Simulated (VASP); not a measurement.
Input of a VASP 6.6.1 run:

Contents of INCAR:

```
ALGO = Normal
EDIFF = 1E-7
ENCUT = 520
GGA = PE
ISIF = 2
ISMEAR = -1
LASPH = True
LCHARG = True
LELF = True
LREAL = False
LVHAR = True
LWAVE = False
NBANDS = 30
NELM = 80
PREC = Accurate
SIGMA = 0.1
```

Contents of KPOINTS:

```
k-points
0
Gamma
  12 12 4
```

The input POSCAR:

```
Au
1.0
    2.6060586927      0.0000000000      0.0000000000
   -1.3030293463      2.2569130316      0.0000000000
    0.0000000000      0.0000000000      8.5684797818
Au
4
Direct
    0.0000000000      0.0000000000      0.0000000000
    0.0000000000      0.0000000000      0.5000000000
    0.3333333333      0.6666666667      0.2500000000
    0.6666666667      0.3333333333      0.7500000000
```

Potentials or basis: VASP PAW PBE potentials, release 64 (Au).

Command:

```bash
$ cat potpaw_PBE.64/Au/POTCAR > POTCAR
$ mpirun -np 1 vasp_std > vasp.out
```

(1) Predict the band gap on the k mesh.

(2) Predict the pressure.

## Answers

(1) zero (band 22 reaches 19.15 eV, above the bottom of band 23 at 12.67 eV).

(2) 136.9 GPa.

Caveat: spin-orbit coupling is left out, which moves the levels of the heavy elements.
